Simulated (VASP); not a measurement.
# Ru (Pm-3m) in VASP: single point with LDA

Aim: the single point of Ru with LDA.

All numbers are computed with VASP 6.6.1; they aren't measurements. Logs are shortened: lines on timing, memory, paths and dates and some standing lists are left out, and cuts for length are marked.

## Step 1: The cell of the first run

The structure is cubic, space group Pm-3m (No. 221). Conventional cell: a = 4.064 Å, b = 4.064 Å, c = 4.064 Å, α = 90.00°, β = 90.00°, γ = 90.00°. Ru (site symmetry m-3m) has 6 Ru at 4.06 Å within 5.3 Å.

This isn't the form of Ru at room conditions, which is hcp.

## Step 2: Single point, LDA

Input file INCAR:

```
SYSTEM = Ru
PREC     = Accurate       ! precision mode
ENCUT    = 500            ! plane-wave cutoff, eV
EDIFF    = 1E-6           ! SCF threshold, eV
ISMEAR   = 0              ! smearing method
SIGMA    = 0.05           ! smearing width, eV
LREAL    = .FALSE.        ! projectors in reciprocal space
LASPH    = .TRUE.         ! aspherical terms in the spheres
NELM     = 120            ! most SCF steps
ALGO     = Normal         ! electronic algorithm
ISIF     = 2              ! what is computed and relaxed
LWAVE    = .FALSE.        ! write WAVECAR
LCHARG   = .TRUE.         ! write CHGCAR
GGA      = CA             ! functional
LELF     = .TRUE.         ! ELF
LVHAR    = .TRUE.       
NBANDS   = 13             ! bands
GGA_COMPAT= .FALSE.
```

Input file KPOINTS:

```
Automatic mesh
0
G
  6 6 6
  0 0 0
```

Input file POSCAR:

```
Ru
1.0
    4.0636680000      0.0000000000      0.0000000000
    0.0000000000      4.0636680000      0.0000000000
    0.0000000000      0.0000000000      4.0636680000
Ru
1
Direct
    0.5000000000      0.5000000000      0.5000000000
```

Potentials or basis: VASP PAW LDA potentials, release 64 (Ru_pv).

Run with:

```console
> cat potpaw_LDA.64/Ru_pv/POTCAR > POTCAR
> mpirun -np 1 vasp_std > vasp.out
```

OUTCAR:

```text
SYSTEM = Ru
   PREC = Accurate
   ENCUT = 500
   EDIFF = 1E-6
   ISMEAR = 0
   LREAL = .FALSE.
   LASPH = .TRUE.
   NELM = 120
   ISIF = 2
   GGA = CA

 ion  position               nearest neighbor table
   1  0.500  0.500  0.500-

  LATTYP: Found a simple cubic cell.
 ALAT       =     4.0636680000

  Lattice vectors:

 A1 = (   4.0636680000,   0.0000000000,   0.0000000000)
 A2 = (   0.0000000000,   4.0636680000,   0.0000000000)
 A3 = (   0.0000000000,   0.0000000000,   4.0636680000)

Analysis of symmetry for initial positions (statically):
=====================================================================
 Subroutine PRICEL returns:
 Original cell was already a primitive cell.

 Routine SETGRP: Setting up the symmetry group for a
 simple cubic supercell.

 Subroutine GETGRP returns: Found 48 space group operations
 (whereof 48 operations were pure point group operations)
 out of a pool of 48 trial point group operations.

The static configuration has the point symmetry O_h .

Analysis of symmetry for dynamics (positions and initial velocities):
=====================================================================
 Subroutine PRICEL returns:
 Original cell was already a primitive cell.

 Routine SETGRP: Setting up the symmetry group for a
 simple cubic supercell.

 Subroutine GETGRP returns: Found 48 space group operations
 (whereof 48 operations were pure point group operations)
 out of a pool of 48 trial point group operations.

The dynamic configuration has the point symmetry O_h .

 Subroutine INISYM returns: Found 48 space group operations
 (whereof 48 operations are pure point group operations),
 and found     1 'primitive' translations

----------------------------------------------------------------------------------------

                                     Primitive cell

  volume of cell :      67.1050

  direct lattice vectors                    reciprocal lattice vectors
     4.063668000  0.000000000  0.000000000     0.246083095  0.000000000  0.000000000
     0.000000000  4.063668000  0.000000000     0.000000000  0.246083095  0.000000000
     0.000000000  0.000000000  4.063668000     0.000000000  0.000000000  0.246083095

  length of vectors
     4.063668000  4.063668000  4.063668000     0.246083095  0.246083095  0.246083095

  position of ions in fractional coordinates (direct lattice)
     0.500000000  0.500000000  0.500000000

  ion indices of the primitive-cell ions
   primitive index   ion index
                 1           1

----------------------------------------------------------------------------------------

 KPOINTS: Automatic mesh

Automatic generation of k-mesh.
 Grid dimensions read from file:
 generate k-points for:    6    6    6

 Generating k-lattice:

  Cartesian coordinates                     Fractional coordinates (reciprocal lattice)
     0.041013849  0.000000000  0.000000000     0.166666667  0.000000000  0.000000000
     0.000000000  0.041013849  0.000000000     0.000000000  0.166666667  0.000000000
     0.000000000  0.000000000  0.041013849     0.000000000  0.000000000  0.166666667

  Length of vectors
     0.041013849  0.041013849  0.041013849

  Shift w.r.t. Gamma in fractional coordinates (k-lattice)
     0.000000000  0.000000000  0.000000000

 Subroutine IBZKPT returns following result:
 ===========================================

 Found     20 irreducible k-points:

 Following reciprocal coordinates:
            Coordinates               Weight
  0.000000  0.000000  0.000000      1.000000
  0.166667  0.000000  0.000000      6.000000
  0.333333  0.000000  0.000000      6.000000
  0.500000  0.000000  0.000000      3.000000
  0.166667  0.166667  0.000000     12.000000
  0.333333  0.166667  0.000000     24.000000
[... 12 lines left out ...]
  0.500000  0.500000  0.333333      6.000000
  0.500000  0.500000  0.500000      1.000000
   k-points           NKPTS =     20   k-points in BZ     NKDIM =     20   number of bands    NBANDS=     13
   number of dos      NEDOS =    301   number of ions     NIONS =      1
   total plane-waves  NPLWV =  27000
   dimension x,y,z NGX =    30 NGY =   30 NGZ =   30
   dimension x,y,z NGXF=    60 NGYF=   60 NGZF=   60
   ions per type =               1
   NGX,Y,Z   is equivalent  to a cutoff of  12.27, 12.27, 12.27 a.u.
   NGXF,Y,Z  is equivalent  to a cutoff of  24.55, 24.55, 24.55 a.u.
 SYSTEM =  Ru
   PREC   = accura    normal or accurate (medium, high low for compatibility)
   ISTART =      0    job   : 0-new  1-cont  2-samecut
   ICHARG =      2    charge: 1-file 2-atom 10-const
   ISPIN  =      1    spin polarized calculation?
   LNONCOLLINEAR =      F non collinear calculations
   LSORBIT =      F    spin-orbit coupling
   LASPH  =      T    aspherical Exc in radial PAW
   ENCUT  =  500.0 eV  36.75 Ry    6.06 a.u.   7.41  7.41  7.41*2*pi/ulx,y,z
   NELM   =    120;   NELMIN=  2; NELMDL= -5     # of ELM steps
   EDIFF  = 0.1E-05   stopping-criterion for ELM
   LREAL  =      F    real-space projection
   EDIFFG = 0.1E-04   stopping-criterion for IOM
   NSW    =      0    number of steps for IOM
   IBRION =     -1    ionic relax: 0-MD 1-quasi-New 2-CG
   NFREE  =      0    steps in history (QN), initial steepest desc. (CG)
   ISIF   =      2    stress and relaxation
   ISYM   =      2    0-nonsym 1-usesym 2-fastsym
   POTIM  = 0.5000    time-step for ionic-motion
   TEBEG  =    0.0;   TEEND  =   0.0 temperature during run
   PSTRESS=    0.0 pullay stress
   NELECT =      14.0000    total number of electrons
   NUPDOWN=      -1.0000    fix difference up-down
   EMIN   =  10.00;   EMAX   =-10.00  energy-range for DOS
   EFERMI =   0.00;   METHOD = LEGACY
   ISMEAR =     0;   SIGMA  =   0.05  broadening in eV -4-tet -1-fermi 0-gaus
   EFERMI_NEDOS =   21; number of points for ismear=-14 and -15
   IALGO  =     38    algorithm
   IMIX   =      4    mixing-type and parameters
     AMIX     =   0.40;   BMIX     =  1.00
     AMIX_MAG =   1.60;   BMIX_MAG =  1.00
  volume/ion in A,a.u.               =      67.10       452.85
  Fermi-wavevector in a.u.,A,eV,Ry     =   0.970955  1.834840 12.826953  0.942754
  Thomas-Fermi vector in A             =   2.101133
   LORBIT       =      0    0 simple, 1 ext, 2 COOP (PROOUT), +10 PAW based schemes
   GGA     = CA    functional components
   LHFCALC =     F    Hartree Fock is set to
   AEXX    =    0.0000 exact exchange contribution
   IVDW    =     0    specifies the selected vdW correction
   LEPSILON=     F    determine dielectric tensor
   LRPA    =     F    only Hartree local field effects (RPA)
 non-spin polarized calculation
 Gauss-broadening in eV      SIGMA  =   0.05
  energy-cutoff  :      500.00
  volume of cell :       67.10
 maximum number of plane-waves:      1743
 NGX is ok and might be reduce to    30
   NGX = 15   NGY = 15   NGZ = 15

 number of electron      14.0000011 magnetization

 Free energy of the ion-electron system (eV)
  ---------------------------------------------------
  ext. energy  EPLUGINS =         0.00000000
  ---------------------------------------------------
  free energy    TOTEN  =        -2.43848513 eV

  energy without entropy =       -2.41348642  energy(sigma->0) =       -2.42598577

 E-fermi :  -1.5006     XC(G=0):  -6.5858

 val. band max:       -1.5108819871   @ k =   0.3333   0.3333   0.1667
 cond. band min:      -1.5001180870   @ k =   0.1667   0.1667   0.0000
 fundamental gap:      0.0107639001
 Fermi energy:        -1.5006116371

 k-point     1 :       0.0000    0.0000    0.0000
  band No.  band energies     occupation
      1     -42.6911      2.00000
      2     -42.6911      2.00000
      3     -42.6911      2.00000
      4      -3.0995      2.00000
      5      -2.1318      2.00000
      6      -2.1318      2.00000
      7      -1.3845      0.00102
      8      -1.3845      0.00102
      9      -1.3845      0.00102
     10       6.2057      0.00000
     11       6.2057      0.00000
     12       6.2057      0.00000
     13       8.1908      0.00000

 k-point     2 :       0.1667    0.0000    0.0000
  band No.  band energies     occupation
      1     -42.6920      2.00000
      2     -42.6910      2.00000
      3     -42.6910      2.00000
      4      -2.8578      2.00000
      5      -2.1150      2.00000
      6      -2.0196      2.00000
      7      -1.4413      0.09344
      8      -1.4413      0.09344
      9      -1.3797      0.00063
     10       4.2839      0.00000
     11       6.5118      0.00000
     12       6.5118      0.00000
     13       8.5933      0.00000

 k-point     3 :       0.3333    0.0000    0.0000
  band No.  band energies     occupation
      1     -42.6940      2.00000
      2     -42.6908      2.00000
      3     -42.6908      2.00000
      4      -2.4130      2.00000
      5      -2.0811      2.00000
      6      -1.5498      1.83579
      7      -1.5498      1.83579
      8      -1.4739      0.45023
      9      -1.3701      0.00022
     10       1.9327      0.00000
     11       7.2726      0.00000
     12       7.2726      0.00000
     13       9.0480      0.00000
[... 241 lines left out ...]
 k-point    19 :       0.5000    0.5000    0.3333
  band No.  band energies     occupation
      1     -42.6945      2.00000
      2     -42.6945      2.00000
      3     -42.6935      2.00000
      4      -1.9568      2.00000
      5      -1.8496      2.00000
      6      -1.8496      2.00000
      7      -1.4219      0.02607
      8      -1.2140      0.00000
      9       1.7061      0.00000
     10       2.8819      0.00000
     11       2.8819      0.00000
     12       5.1445      0.00000
     13       5.7434      0.00000

 k-point    20 :       0.5000    0.5000    0.5000
  band No.  band energies     occupation
      1     -42.6944      2.00000
      2     -42.6944      2.00000
      3     -42.6944      2.00000
      4      -1.9298      2.00000
      5      -1.9298      2.00000
      6      -1.9298      2.00000
      7      -1.2108      0.00000
      8      -1.2108      0.00000
      9       2.7273      0.00000
     10       3.3485      0.00000
     11       3.3485      0.00000
     12       3.3485      0.00000
     13       6.5174      0.00000

------------------------ aborting loop because EDIFF is reached ----------------------------------------

  FORCE on cell =-STRESS in cart. coord.  units (eV):
  Direction    XX          YY          ZZ          XY          YZ          ZX
  --------------------------------------------------------------------------------------
  -------------------------------------------------------------------------------------
  Total       -3.2099138     -3.2099138     -3.2099138     -0.0000000     -0.0000000     -0.0000000
  in kB      -76.6389069    -76.6389069    -76.6389069     -0.0000000     -0.0000000     -0.0000000
  external PRESSURE =     -76.6389069 kB  Pullay stress =       0.0000000 kB

 VOLUME and BASIS-vectors are now :
 -----------------------------------------------------------------------------
  energy-cutoff  :      500.00
  volume of cell :       67.10
      direct lattice vectors                 reciprocal lattice vectors
     4.063668000  0.000000000  0.000000000     0.246083095  0.000000000  0.000000000
     0.000000000  4.063668000  0.000000000     0.000000000  0.246083095  0.000000000
     0.000000000  0.000000000  4.063668000     0.000000000  0.000000000  0.246083095

 POSITION                                       TOTAL-FORCE (eV/Angst)
 -----------------------------------------------------------------------------------
      2.03183      2.03183      2.03183         0.000000      0.000000      0.000000
 -----------------------------------------------------------------------------------
    total drift:                                0.000000      0.000000      0.000000

  FREE ENERGIE OF THE ION-ELECTRON SYSTEM (eV)
  ---------------------------------------------------
  free  energy   TOTEN  =        -2.4384851269 eV

  energy  without entropy=       -2.4134864188  energy(sigma->0) =       -2.42598577
```

It took 10 s on 1 thread of Intel Xeon Platinum 8488C (Sapphire Rapids), shared host; peak memory 0.14 GiB.

What came out:

- Free energy: -2.4385 eV
- Pressure: -7.7 GPa
- Band gap on the k mesh: zero (bands 7 and 8 overlap by 0.31 eV)

Levels at points of the mesh, in eV from the Fermi level:
```tsv
k point	band 5	band 6	band 7	band 8	band 9	band 10
(0.00, 0.00, 0.00)	-0.63	-0.63	0.12	0.12	0.12	7.71
(0.50, 0.00, 0.00)	-0.56	-0.10	-0.10	0.14	1.05	1.82
(0.50, 0.50, 0.00)	-0.53	-0.07	-0.07	0.28	2.49	3.36
(0.50, 0.50, 0.50)	-0.43	-0.43	0.29	0.29	4.23	4.85
```

Caveat: the cell stands under tension.
